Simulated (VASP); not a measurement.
A run of VASP 6.6.1 is set up as follows.

The input INCAR:

```
ALGO = Normal
EDIFF = 1E-6
ENCUT = 520
ISIF = 2
ISMEAR = -1
ISPIN = 2
LASPH = T
LCHARG = T
LELF = T
LMAXMIX = 4
LORBIT = 11
LREAL = F
LVHAR = T
LWAVE = F
MAGMOM = 1.5
NBANDS = 15
NELM = 150
PREC = Accurate
SIGMA = 0.05
```

File KPOINTS:

```
k-points
0
Gamma
  20 20 20
```

POSCAR

```
Ni
1.0
    0.0000000000      1.7620370796      1.7620370796
    1.7620370796      0.0000000000      1.7620370796
    1.7620370796      1.7620370796      0.0000000000
Ni
1
Direct
    0.0000000000      0.0000000000      0.0000000000
```

Potentials or basis: VASP PAW LDA potentials, release 64 (Ni).

Command:

```bash
$ cat potpaw_LDA.64/Ni/POTCAR > POTCAR
$ mpirun -np 1 vasp_std > vasp.out
```

Question: Predict the net moment.

Answer: 0.61 μB per cell.

Question: Predict the pressure.

Answer: -17.6 GPa.

Question: What does it give for the site moments?

Answer: Ni +0.61 μB.

Caveat: the cell stands under tension.
